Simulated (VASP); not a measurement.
Runs of VASP 6.6.1 on Al2O3. The structure is that of space group P-3m1 (No. 164), or close to it. The cells are those of the table. 

```csv
cell,gap on the mesh (eV),pressure (GPa),largest force (eV/Å)
"a = 3.138, b = 3.138, c = 7.575 Å, angles 90.0, 90.0, 120.0°, 5 atoms",2.03,-16.3,0.90
"a = 3.259, b = 3.259, c = 6.969 Å, angles 90.0, 90.0, 120.0°, 5 atoms",2.71,-6.5,6.07
"a = 3.138, b = 3.138, c = 6.969 Å, angles 90.0, 90.0, 120.0°, 5 atoms",3.35,1.0,5.76
"a = 3.138, b = 3.138, c = 7.272 Å, angles 90.0, 90.0, 120.0°, 5 atoms",2.69,-9.1,2.60
"a = 3.259, b = 3.259, c = 7.878 Å, angles 90.0, 90.0, 120.0°, 5 atoms",1.27,-25.7,(b)
"a = 3.259, b = 3.259, c = 7.272 Å, angles 90.0, 90.0, 120.0°, 5 atoms",(a),-15.4,2.91
"a = 3.017, b = 3.017, c = 8.181 Å, angles 90.0, 90.0, 120.0°, 5 atoms",0.87,-17.7,2.48
"a = 3.138, b = 3.138, c = 7.878 Å, angles 90.0, 90.0, 120.0°, 5 atoms",1.39,-21.2,1.18
```

Alike in all rows: task single point; level LDA; potentials or basis VASP PAW LDA potentials, release 64 (Al, O); no spin polarisation; k mesh 12 × 12 × 4; cutoff (eV) 520; smearing gaussian 0.05 eV.

Problem. Estimate the missing entries.

Solution. (a) 2.48; (b) 1.42.

Caveats: forces of over 1 eV/Å act on the atoms, so gaps and moduli don't describe the material at rest (some runs).

A k mesh can miss the band edges.
